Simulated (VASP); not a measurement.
BiTe:

```
Bi Te
1.0
     0.00000    3.27757    3.27757
     3.27757    0.00000    3.27757
     3.27757    3.27757    0.00000
Bi Te
1 1
Direct
  0.00000 0.00000 0.00000
  0.50000 0.50000 0.50000
```

This cell differs from its parent crystal: volume scaled by 1.04.

Base run:

- Program: VASP 6.6.1
- Functional: PBEsol
- Potentials or basis: VASP PAW PBE potentials, release 64 (Bi_d, Te)
- Cutoff: 520 eV
- k mesh: 7 × 7 × 7
- Occupations: fermi-dirac, width 0.05 eV
- Spin: no spin polarisation

Its results: pressure -3.2 GPa.

Q: The run is repeated on the same cell with these changes: functional from PBEsol to BLYP; occupations from fermi-dirac, width 0.05 eV to fermi-dirac, width 0.02 eV. What comes out?

A: Pressure 2.6 GPa.

Caveats: the PAW data sets were made with another functional, which shifts forces and pressure a little.
